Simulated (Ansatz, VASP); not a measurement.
**CoSn: VASP beside Ansatz**

INCAR

```
SYSTEM = CoSn
PREC = Accurate
ENCUT = 520
EDIFF = 1E-6
ISMEAR = 0
SIGMA = 0.15
LREAL = .False.
LASPH = .True.
NELM = 80
ALGO = Fast
ISIF = 2
LWAVE = .False.
LCHARG = .False.
GGA = PS
NBANDS = 44
```

File KPOINTS:

```
Automatic mesh
0
Gamma
  12 12 12
  0 0 0
```

The input POSCAR:

```
CoSn
1.0
    5.2197158240      0.0000000000      0.0000000000
   -2.6098579120      4.5204065041      0.0000000000
    0.0000000000      0.0000000000      4.1684718855
Co Sn
3 3
Direct
    0.0000000000      0.5172423180      0.0000000000
    0.4827576820      0.4827576820      0.0000000000
    0.5172423180      0.0000000000      0.0000000000
    0.6666666667      0.3333333333      0.5000000000
    0.3333333333      0.6666666667      0.5000000000
    0.0000000000      0.0000000000      0.0000000000
```

Input for Ansatz:

```yaml
crystal:
  lattice:
    - [5.219715824, 0.0, 0.0]
    - [-2.609857912, 4.5204065041, 0.0]
    - [0.0, 0.0, 4.1684718855]
  atoms:
    - { symbol: Co, position: [0.0, 0.517242318, 0.0] }
    - { symbol: Co, position: [0.482757682, 0.482757682, 0.0] }
    - { symbol: Co, position: [0.517242318, 0.0, 0.0] }
    - { symbol: Sn, position: [0.6666666667, 0.3333333333, 0.5] }
    - { symbol: Sn, position: [0.3333333333, 0.6666666667, 0.5] }
    - { symbol: Sn, position: [0.0, 0.0, 0.0] }
basis:
  ecutwfc: 420
kpoints:
  mp_grid: { grid: [12, 12, 12] }
hamiltonian:
  xc: pbesol
scf:
  occupations: { method: gaussian, width: 0.15 }
output:
  forces: true
  stress: true
  eigenvalues: true
```

Change from the starting cell: mode 4 (83.9 1/cm) frozen in, largest displacement +0.090 Å.

Alike in both runs: task single point; functional PBEsol; k mesh 12 × 12 × 12; occupations gaussian, width 0.15 eV; no spin polarisation.

|  | VASP | Ansatz |
| --- | --- | --- |
| version | VASP 6.6.1 | Ansatz 0.2.0 |
| potentials or method | VASP PAW PBE potentials, release 64 (Co, Sn_d), cutoff 520 eV | scalar-relativistic, plane waves, PAW |
| valence electrons in the cell | 69 | 93 |

```csv
,VASP,Ansatz,Ansatz less VASP
gap on the k mesh at the Fermi level (eV),none,none,-
pressure (GPa),0.3,0.3,+0.09
"traceless stress, the component that is largest in VASP (GPa)",-0.52,-0.46,+0.060
rms of the force components (eV/Å),0.093,0.090,-0.0027
```

VASP's potentials were made for PBE, not for PBEsol. Atom by atom the forces differ by 0.003 eV/Å (rms over components). A gap of «none» marks a metal or a gap that the smearing closes. The functional is the same, so the differences come from potentials, cutoffs and numerics. VASP's potentials hold 69 valence electrons a cell and Ansatz's 93, so a difference there can come from the potentials and not from the codes.
